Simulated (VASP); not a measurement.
A run of VASP 6.6.1:

INCAR

```
PREC = Accurate ; ENCUT = 750
EDIFF = 1E-6 ; ISMEAR = 0
SIGMA = 0.01 ; LREAL = F
LASPH = T ; NELM = 120
ALGO = Normal ; ISIF = 2
LWAVE = F ; LCHARG = F
GGA = PS ; NBANDS = 12
GGA_COMPAT = F
```

File KPOINTS:

```
regular mesh
0
Gamma
  7 7 7
```

File POSCAR:

```
LiF
1.0
    0.0000000000      2.0663349340      2.0663349340
    2.0663349340      0.0000000000      2.0663349340
    2.0663349340      2.0663349340      0.0000000000
Li F
1 1
Direct
    0.0000000000      0.0000000000      0.0000000000
    0.5000000000      0.5000000000      0.5000000000
```

Potentials or basis: VASP PAW PBE potentials, release 64 (Li_sv, F).

The run is started by

```bash
$ cat potpaw_PBE.64/Li_sv/POTCAR potpaw_PBE.64/F/POTCAR > POTCAR
$ mpirun -np 1 vasp_std > vasp.out
```

Hardware: 1 thread of Intel Xeon 8259CL, with other jobs on the host.

Question: Estimate the wall time of this run.

Answer: Run time: 12 s on 1 thread of Intel Xeon 8259CL, on a shared host, peak memory 0.15 GiB. Counts: scf iterations 11, k points 20.
